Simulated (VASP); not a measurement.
Input of a VASP 6.6.1 run:

INCAR

```
SYSTEM = Na3Cl2
PREC     = Accurate       ! precision mode
ENCUT    = 520            ! plane-wave cutoff, eV
EDIFF    = 1E-7           ! SCF threshold, eV
ISMEAR   = -1             ! smearing method
SIGMA    = 0.05           ! smearing width, eV
LREAL    = .FALSE.        ! projectors in reciprocal space
LASPH    = .TRUE.         ! aspherical terms in the spheres
NELM     = 60             ! most SCF steps
ALGO     = Normal         ! electronic algorithm
ISIF     = 2              ! what is computed and relaxed
LWAVE    = .FALSE.        ! write WAVECAR
LCHARG   = .FALSE.        ! write CHGCAR
GGA      = PS             ! functional
NBANDS   = 26             ! bands
```

The input KPOINTS:

```
Automatic mesh
0
G
  8 8 8
  0 0 0
```

The input POSCAR:

```
Na3Cl2
1.0
    1.7599510000    -10.1702560000      0.0000000000
    1.7599510000     10.1702560000      0.0000000000
    0.0000000000      0.0000000000      3.5276360000
Cl Na
2 3
Direct
    0.0865980000      0.9134020000      0.5000000000
    0.9134020000      0.0865980000      0.5000000000
    0.6689890000      0.3310110000      0.0000000000
    0.3310110000      0.6689890000      0.0000000000
    0.5000000000      0.5000000000      0.0000000000
```

Potentials or basis: VASP PAW PBE potentials, release 64 (Cl, Na_pv).

The run is started by

```console
$ cat potpaw_PBE.64/Cl/POTCAR potpaw_PBE.64/Na_pv/POTCAR > POTCAR
$ mpirun -np 1 vasp_std > vasp.out
```

Task: Estimate the pressure.

Result: -0.8 GPa.

Task: Estimate the band gap on the k mesh.

Result: Zero (an odd number of electrons rules out a gap without spin polarisation).

Stress tensor (GPa, compression positive):
```
-0.81  0.00  0.00
 0.00 -0.64  0.00
 0.00  0.00 -1.07
```

Caveat: the PAW data sets were made with another functional, which shifts forces and pressure a little.
